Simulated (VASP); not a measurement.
Write the native input for VASP 6.6.1 that does the following.

```yaml
Task: single point
Functional: r2SCAN
Potentials_or_basis: VASP PAW PBE potentials, release 64 (C, Ca_sv)
Cutoff: 520 eV
k_mesh: 8 × 8 × 8
Occupations: fermi-dirac, width 0.02 eV
Spin: no spin polarisation
Dipole_correction: no
Further_INCAR_settings: ALGO = Normal; EDIFF = 1e-06; NBANDS = 19
```

Crystal: Ca2C.

```
C Ca
1.0
     0.00000    3.12858    3.07539
     3.12858    0.00000    3.07539
     3.12858    3.12858    0.00000
C Ca
1 2
Direct
  0.00000 0.00000 0.00000
  0.25000 0.25000 0.25000
  0.75000 0.75000 0.75000
```

This cell differs from its parent crystal: uniaxial z strain -1.7%.

These files were run (other wordings do the same):

POSCAR

```
Ca2C
1.0
    0.0000000000      3.1285803962      3.0753945295
    3.1285803962      0.0000000000      3.0753945295
    3.1285803962      3.1285803962      0.0000000000
C Ca
1 2
Direct
    0.0000000000      0.0000000000      0.0000000000
    0.2500000000      0.2500000000      0.2500000000
    0.7500000000      0.7500000000      0.7500000000
```

INCAR.step1

```
PREC     = Accurate       # precision mode
ENCUT    = 520            # plane-wave cutoff, eV
ISMEAR   = -1             # smearing method
SIGMA    = 0.02           # smearing width, eV
LREAL    = False          # projectors in reciprocal space
LASPH    = True           # aspherical terms in the spheres
NELM     = 80             # most SCF steps
NBANDS   = 19             # bands
GGA      = PE             # functional
ALGO     = Normal         # electronic algorithm
EDIFF    = 1E-4           # SCF threshold, eV
LWAVE    = True           # write WAVECAR
LCHARG   = False          # write CHGCAR
```

INCAR.step2

```
PREC     = Accurate       # precision mode
ENCUT    = 520            # plane-wave cutoff, eV
EDIFF    = 1E-6           # SCF threshold, eV
ISMEAR   = -1             # smearing method
SIGMA    = 0.02           # smearing width, eV
LREAL    = False          # projectors in reciprocal space
LASPH    = True           # aspherical terms in the spheres
NELM     = 80             # most SCF steps
ALGO     = Normal         # electronic algorithm
ISIF     = 2              # what is computed and relaxed
LWAVE    = False          # write WAVECAR
LCHARG   = False          # write CHGCAR
METAGGA  = R2SCAN         # meta-GGA
LMIXTAU  = True         
NBANDS   = 19             # bands
ISTART   = 1
```

KPOINTS

```
Automatic mesh
0
Gamma
  8 8 8
```

Potentials or basis: VASP PAW PBE potentials, release 64 (C, Ca_sv).

The run is started by

```console
$ cat potpaw_PBE.64/C/POTCAR potpaw_PBE.64/Ca_sv/POTCAR > POTCAR
$ cp INCAR.step1 INCAR
$ mpirun -np 1 vasp_std > vasp.out
$ cp INCAR.step2 INCAR
$ mpirun -np 1 vasp_std > vasp.out
```

Results of the run:

The pressure is 1.4 GPa and the band gap on the k mesh is 0.32 eV.

Caveat: the cell differs from its parent crystal (uniaxial z strain -1.7%); the PAW data sets were made with another functional, which shifts forces and pressure a little.

Run time: 3.5 min on 1 thread of Intel(R) Xeon(R) Platinum 8488C (Sapphire Rapids), with other jobs on the host, peak memory 0.25 GiB.
